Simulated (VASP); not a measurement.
# TiSi2 (pbe) (Cmcm) in VASP: further runs

Runs on TiSi2 (pbe). Level: PBE. Tasks: single point.

Everything below comes from runs of VASP 6.6.1. Logs are shortened: lines on timing, memory, paths and dates and some standing lists are left out, and cuts for length are marked.

## (1) The cell of the first run

The structure is orthorhombic, space group Cmcm (No. 63). The conventional cell has a = 3.530 Å, b = 13.519 Å, c = 3.565 Å, α = 90.00°, β = 90.00°, γ = 90.00°. Within 3.4 Å of Ti (site symmetry m2m) lie 10 Si at 2.58 to 2.81 Å and 2 Ti at 3.31 Å. Within 3.1 Å of Si (site symmetry m2m) lie 2 Si at 2.38 Å and 6 Ti at 2.58 to 2.81 Å. Si (site symmetry m2m) has 8 Si at 2.51 to 3.15 Å and 4 Ti at 2.66 to 2.67 Å within 3.3 Å.

## (2) Single point, PBE

File INCAR:

```
SYSTEM = TiSi2
  PREC = Accurate
  ENCUT = 520
  EDIFF = 1E-6
  ISMEAR = 0
  SIGMA = 0.1
  LREAL = .FALSE.
  LASPH = .TRUE.
  NELM = 60
  ALGO = Normal
  ISIF = 2
  LWAVE = .FALSE.
  LCHARG = .FALSE.
  GGA = PE
  NBANDS = 29
```

File KPOINTS:

```
regular mesh
0
G
  6 6 6
  0 0 0
```

File POSCAR:

```
TiSi2
1.0
    1.7651050200     -6.7592815400      0.0000000000
    1.7651050200      6.7592815400      0.0000000000
    0.0000000000      0.0000000000      3.5651739700
Ti Si
2 4
Direct
    0.8968819200      0.1031180800      0.7500000000
    0.1031180800      0.8968819200      0.2500000000
    0.5582514500      0.4417485500      0.7500000000
    0.4417485500      0.5582514500      0.2500000000
    0.2496851800      0.7503148200      0.7500000000
    0.7503148200      0.2496851800      0.2500000000
```

Potentials or basis: VASP PAW PBE potentials, release 64 (Ti_sv, Si).

Started as:

```sh
$ cat potpaw_PBE.64/Ti_sv/POTCAR potpaw_PBE.64/Si/POTCAR > POTCAR
$ mpirun -np 1 vasp_std > vasp.out
```

OUTCAR:

```text
SYSTEM = TiSi2
   PREC = Accurate
   ENCUT = 520
   EDIFF = 1E-6
   ISMEAR = 0
   LREAL = .FALSE.
   LASPH = .TRUE.
   NELM = 60
   ISIF = 2
   GGA = PE

 ion  position               nearest neighbor table
   1  0.897  0.103  0.750-   4 2.58   4 2.58   4 2.58   4 2.58   5 2.66   5 2.66   6 2.67   6 2.67
                             3 2.81   3 2.81
   2  0.103  0.897  0.250-   3 2.58   3 2.58   3 2.58   3 2.58   6 2.66   6 2.66   5 2.67   5 2.67
                             4 2.81   4 2.81
   3  0.558  0.442  0.750-   4 2.38   4 2.38   2 2.58   2 2.58   2 2.58   2 2.58   1 2.81   1 2.81
                             5 3.13   5 3.13
   4  0.442  0.558  0.250-   3 2.38   3 2.38   1 2.58   1 2.58   1 2.58   1 2.58   2 2.81   2 2.81
                             6 3.13   6 3.13
   5  0.250  0.750  0.750-   6 2.51   6 2.51   6 2.51   6 2.51   1 2.66   1 2.66   2 2.67   2 2.67
                             3 3.13   3 3.13
   6  0.750  0.250  0.250-   5 2.51   5 2.51   5 2.51   5 2.51   2 2.66   2 2.66   1 2.67   1 2.67
                             4 3.13   4 3.13

  LATTYP: Found a base centered orthorhombic cell.
 ALAT       =     3.5302100400
 B/A-ratio  =     3.8293934148
 C/A-ratio  =     1.0099042067

  Lattice vectors:

 A1 = (   1.7651050200,  -6.7592815400,   0.0000000000)
 A2 = (   1.7651050200,   6.7592815400,   0.0000000000)
 A3 = (   0.0000000000,   0.0000000000,   3.5651739700)

Analysis of symmetry for initial positions (statically):
=====================================================================
 Subroutine PRICEL returns:
 Original cell was already a primitive cell.

 Routine SETGRP: Setting up the symmetry group for a
 base centered orthorhombic supercell.

 Subroutine GETGRP returns: Found  8 space group operations
 (whereof  4 operations were pure point group operations)
 out of a pool of  8 trial point group operations.

The static configuration has the point symmetry C_2h.
 The point group associated with its full space group is D_2h.

Analysis of symmetry for dynamics (positions and initial velocities):
=====================================================================
 Subroutine PRICEL returns:
 Original cell was already a primitive cell.

 Routine SETGRP: Setting up the symmetry group for a
 base centered orthorhombic supercell.

 Subroutine GETGRP returns: Found  8 space group operations
 (whereof  4 operations were pure point group operations)
 out of a pool of  8 trial point group operations.

The dynamic configuration has the point symmetry C_2h.
 The point group associated with its full space group is D_2h.

 Subroutine INISYM returns: Found  8 space group operations
 (whereof  4 operations are pure point group operations),
 and found     1 'primitive' translations

----------------------------------------------------------------------------------------

                                     Primitive cell

  volume of cell :      85.0711

  direct lattice vectors                    reciprocal lattice vectors
     1.765105020 -6.759281540  0.000000000     0.283269264 -0.073972359  0.000000000
     1.765105020  6.759281540  0.000000000     0.283269264  0.073972359  0.000000000
     0.000000000  0.000000000  3.565173970     0.000000000  0.000000000  0.280491221

  length of vectors
     6.985948945  6.985948945  3.565173970     0.292768485  0.292768485  0.280491221

  position of ions in fractional coordinates (direct lattice)
     0.896881920  0.103118080  0.750000000
     0.103118080  0.896881920  0.250000000
     0.558251450  0.441748550  0.750000000
     0.441748550  0.558251450  0.250000000
     0.249685180  0.750314820  0.750000000
     0.750314820  0.249685180  0.250000000

  ion indices of the primitive-cell ions
   primitive index   ion index
                 1           1
                 2           2
                 3           3
                 4           4
                 5           5
                 6           6

----------------------------------------------------------------------------------------

 KPOINTS: regular mesh

Automatic generation of k-mesh.
 Grid dimensions read from file:
 generate k-points for:    6    6    6

 Generating k-lattice:

  Cartesian coordinates                     Fractional coordinates (reciprocal lattice)
     0.047211544 -0.012328726  0.000000000     0.166666667  0.000000000  0.000000000
     0.047211544  0.012328726  0.000000000     0.000000000  0.166666667  0.000000000
     0.000000000  0.000000000  0.046748537     0.000000000  0.000000000  0.166666667

  Length of vectors
     0.048794748  0.048794748  0.046748537

  Shift w.r.t. Gamma in fractional coordinates (k-lattice)
     0.000000000  0.000000000  0.000000000

 Subroutine IBZKPT returns following result:
 ===========================================

 Found     52 irreducible k-points:

 Following reciprocal coordinates:
            Coordinates               Weight
  0.000000  0.000000  0.000000      1.000000
  0.166667  0.000000  0.000000      4.000000
  0.333333  0.000000  0.000000      4.000000
  0.500000  0.000000  0.000000      2.000000
  0.166667  0.166667  0.000000      2.000000
  0.333333  0.166667  0.000000      4.000000
[... 16 lines left out ...]
  0.333333  0.333333  0.166667      4.000000
  0.500000  0.333333  0.166667      8.000000
 [... further k-points ...]
   k-points           NKPTS =     52   k-points in BZ     NKDIM =     52   number of bands    NBANDS=     29
   number of dos      NEDOS =    301   number of ions     NIONS =      6
   total plane-waves  NPLWV =  81648
   dimension x,y,z NGX =    54 NGY =   54 NGZ =   28
   dimension x,y,z NGXF=   108 NGYF=  108 NGZF=   56
   ions per type =               2   4
   NGX,Y,Z   is equivalent  to a cutoff of  12.85, 12.85, 13.06 a.u.
   NGXF,Y,Z  is equivalent  to a cutoff of  25.70, 25.70, 26.11 a.u.
 SYSTEM =  TiSi2
   PREC   = accura    normal or accurate (medium, high low for compatibility)
   ISTART =      0    job   : 0-new  1-cont  2-samecut
   ICHARG =      2    charge: 1-file 2-atom 10-const
   ISPIN  =      1    spin polarized calculation?
   LNONCOLLINEAR =      F non collinear calculations
   LSORBIT =      F    spin-orbit coupling
   LASPH  =      T    aspherical Exc in radial PAW
   ENCUT  =  520.0 eV  38.22 Ry    6.18 a.u.  12.99 12.99  6.63*2*pi/ulx,y,z
   NELM   =     60;   NELMIN=  2; NELMDL= -5     # of ELM steps
   EDIFF  = 0.1E-05   stopping-criterion for ELM
   LREAL  =      F    real-space projection
   EDIFFG = 0.1E-04   stopping-criterion for IOM
   NSW    =      0    number of steps for IOM
   IBRION =     -1    ionic relax: 0-MD 1-quasi-New 2-CG
   NFREE  =      0    steps in history (QN), initial steepest desc. (CG)
   ISIF   =      2    stress and relaxation
   ISYM   =      2    0-nonsym 1-usesym 2-fastsym
   POTIM  = 0.5000    time-step for ionic-motion
   TEBEG  =    0.0;   TEEND  =   0.0 temperature during run
   PSTRESS=    0.0 pullay stress
   NELECT =      40.0000    total number of electrons
   NUPDOWN=      -1.0000    fix difference up-down
   EMIN   =  10.00;   EMAX   =-10.00  energy-range for DOS
   EFERMI =   0.00;   METHOD = LEGACY
   ISMEAR =     0;   SIGMA  =   0.10  broadening in eV -4-tet -1-fermi 0-gaus
   EFERMI_NEDOS =   21; number of points for ismear=-14 and -15
   IALGO  =     38    algorithm
   IMIX   =      4    mixing-type and parameters
     AMIX     =   0.40;   BMIX     =  1.00
     AMIX_MAG =   1.60;   BMIX_MAG =  1.00
  volume/ion in A,a.u.               =      14.18        95.68
  Fermi-wavevector in a.u.,A,eV,Ry     =   1.273017  2.405653 22.049227  1.620572
  Thomas-Fermi vector in A             =   2.405864
   LORBIT       =      0    0 simple, 1 ext, 2 COOP (PROOUT), +10 PAW based schemes
   GGA     = PE    functional components
   LHFCALC =     F    Hartree Fock is set to
   AEXX    =    0.0000 exact exchange contribution
   IVDW    =     0    specifies the selected vdW correction
   LEPSILON=     F    determine dielectric tensor
   LRPA    =     F    only Hartree local field effects (RPA)
 non-spin polarized calculation
 Gauss-broadening in eV      SIGMA  =   0.10
  energy-cutoff  :      520.00
  volume of cell :       85.07
 maximum number of plane-waves:      2318
 NGX is ok and might be reduce to    54
   NGX = 25   NGY = 25   NGZ = 13

 number of electron      40.0000005 magnetization

 Free energy of the ion-electron system (eV)
  ---------------------------------------------------
  ext. energy  EPLUGINS =         0.00000000
  ---------------------------------------------------
  free energy    TOTEN  =       -40.73925068 eV

  energy without entropy =      -40.72954438  energy(sigma->0) =      -40.73439753

 E-fermi :  10.5487     XC(G=0): -11.6407

 val. band max:       10.5295217924   @ k =  -0.3333   0.1667   0.0000
 cond. band min:      10.5745362307   @ k =  -0.3333   0.1667   0.1667
 fundamental gap:      0.0450144383
 Fermi energy:        10.5487273370

 k-point     1 :       0.0000    0.0000    0.0000
  band No.  band energies     occupation
      1     -46.2689      2.00000
      2     -46.2595      2.00000
      3     -22.6240      2.00000
      4     -22.5828      2.00000
      5     -22.5700      2.00000
      6     -22.5699      2.00000
[... 21 lines left out ...]
     28      13.4831      0.00000
     29      13.6784      0.00000

 k-point     2 :       0.1667    0.0000    0.0000
  band No.  band energies     occupation
      1     -46.2678      2.00000
      2     -46.2585      2.00000
      3     -22.6207      2.00000
      4     -22.6018      2.00000
      5     -22.5872      2.00000
      6     -22.5682      2.00000
[... 21 lines left out ...]
     28      13.6224      0.00000
     29      13.8282      0.00000

 k-point     3 :       0.3333    0.0000    0.0000
  band No.  band energies     occupation
      1     -46.2655      2.00000
      2     -46.2565      2.00000
      3     -22.6399      2.00000
      4     -22.6217      2.00000
      5     -22.6134      2.00000
      6     -22.5645      2.00000
[... 638 lines left out ...]
      5     -22.6086      2.00000
      6     -22.5830      2.00000
[... 21 lines left out ...]
     28      13.7191      0.00000
     29      14.3843      0.00000

 k-point    24 :       0.5000    0.3333    0.1667
  band No.  band energies     occupation
      1     -46.2661      2.00000
      2     -46.2583      2.00000
      3     -22.6142      2.00000
      4     -22.5991      2.00000
      5     -22.5878      2.00000
      6     -22.5857      2.00000
[... 21 lines left out ...]
     28      13.9278      0.00000
     29      14.2476      0.00000

 [... further k-points ...]
[... 5 lines left out ...]
  --------------------------------------------------------------------------------------
  -------------------------------------------------------------------------------------
  Total        1.0408880      0.8573123      0.9814852      0.0000000      0.0000000      0.0000000
  in kB       19.6034614     16.1461079     18.4847048      0.0000000      0.0000000      0.0000000
  external PRESSURE =      18.0780913 kB  Pullay stress =       0.0000000 kB

 VOLUME and BASIS-vectors are now :
 -----------------------------------------------------------------------------
  energy-cutoff  :      520.00
  volume of cell :       85.07
      direct lattice vectors                 reciprocal lattice vectors
     1.765105020 -6.759281540  0.000000000     0.283269264 -0.073972359  0.000000000
     1.765105020  6.759281540  0.000000000     0.283269264  0.073972359  0.000000000
     0.000000000  0.000000000  3.565173970     0.000000000  0.000000000  0.280491221

 POSITION                                       TOTAL-FORCE (eV/Angst)
 -----------------------------------------------------------------------------------
      1.76511     -5.36527      2.67388         0.000000     -0.034232      0.000000
      1.76511      5.36527      0.89129         0.000000      0.034232     -0.000000
      1.76511     -0.78748      2.67388         0.000000     -0.207522     -0.000000
      1.76511      0.78748      0.89129         0.000000      0.207522     -0.000000
      1.76511      3.38390      2.67388         0.000000      0.040266     -0.000000
      1.76511     -3.38390      0.89129         0.000000     -0.040266     -0.000000
 -----------------------------------------------------------------------------------
    total drift:                                0.000000      0.000000      0.000000

  FREE ENERGIE OF THE ION-ELECTRON SYSTEM (eV)
  ---------------------------------------------------
  free  energy   TOTEN  =       -40.7392506826 eV

  energy  without entropy=      -40.7295443795  energy(sigma->0) =      -40.73439753
```

Wall time 3.3 min (1 thread of Intel Xeon Platinum 8259CL at 2.50GHz (Skylake/Cascade Lake), shared host); peak memory 0.32 GiB.

What came out:

```yaml
Free_energy: -40.7393 eV
Pressure: 1.8 GPa
Largest_force: 0.208 eV/Å
Band_gap_on_the_k_mesh: zero (band 20 reaches 11.02 eV, above the bottom of band 21 at 10.01 eV)
```

Forces on the atoms (eV/Å):
```
Ti   0.000 -0.034  0.000
Ti   0.000  0.034  0.000
Si   0.000 -0.208  0.000
Si   0.000  0.208  0.000
Si   0.000  0.040  0.000
Si   0.000 -0.040  0.000
```

## (3) Single point, PBE

This run uses another cell than the first one, of 14.35 Å³/atom, 1.012 times its volume.

File INCAR:

```
PREC = Accurate ; ENCUT = 520
EDIFF = 1E-6 ; ISMEAR = 0
SIGMA = 0.1 ; LREAL = F
LASPH = T ; NELM = 60
ALGO = Normal ; ISIF = 2
LWAVE = F ; LCHARG = F
GGA = PE ; NBANDS = 29
```

File KPOINTS:

```
Automatic mesh
0
Gamma
  10 10 10
```

File POSCAR:

```
TiSi2
1.0
    1.7737084001     -6.7812415694      0.0000000000
    1.7737084001      6.7812415694      0.0000000000
    0.0000000000      0.0000000000      3.5791229263
Ti Si
2 4
Direct
    0.8968048257      0.1031951743      0.7500000000
    0.1031951743      0.8968048257      0.2500000000
    0.5591336981      0.4408663019      0.7500000000
    0.4408663019      0.5591336981      0.2500000000
    0.2498286294      0.7501713706      0.7500000000
    0.7501713706      0.2498286294      0.2500000000
```

Potentials or basis: VASP PAW PBE potentials, release 64 (Ti_sv, Si).

Started as:

```sh
$ cat potpaw_PBE.64/Ti_sv/POTCAR potpaw_PBE.64/Si/POTCAR > POTCAR
$ mpirun -np 1 vasp_std > vasp.out
```

Run time: 13 min. Hardware: 1 thread of Intel Xeon Platinum 8259CL at 2.50GHz (Skylake/Cascade Lake), shared host; peak memory 0.54 GiB.

It converged, with:

```
Free energy            : -40.7529 eV
Pressure               : 0.0 GPa
Largest force          : 0.010 eV/Å
Band gap on the k mesh : zero (band 20 reaches 10.86 eV, above the bottom of band 21 at 9.87 eV)
```

Forces in eV/Å, atoms in the order of the input:
```
Ti   0.000  0.000  0.000
Ti   0.000  0.000  0.000
Si   0.000  0.010  0.000
Si   0.000 -0.010  0.000
Si   0.000  0.000  0.000
Si   0.000  0.000  0.000
```

Levels at points of the mesh, in eV from the Fermi level:
```
           k point  band 17  band 18  band 19  band 20  band 21  band 22  band 23  band 24
(0.00, 0.00, 0.00)    -2.11    -2.05    -2.02     0.47     0.71     0.81     0.89     1.33
(0.50, 0.00, 0.00)    -1.65    -1.42    -0.63    -0.55    -0.52     1.18     1.45     1.64
(0.50, 0.50, 0.00)    -2.46    -1.90    -1.15     0.39     0.65     0.74     0.90     1.10
(0.00, 0.00, 0.50)    -1.58    -1.58    -0.04    -0.04     0.85     0.85     1.49     1.49
(0.50, 0.00, 0.50)    -3.17    -3.17    -2.41    -2.41     1.73     1.73     1.86     1.86
(0.50, 0.50, 0.50)    -2.02    -2.02    -0.85    -0.85     0.47     0.47     1.65     1.65
```
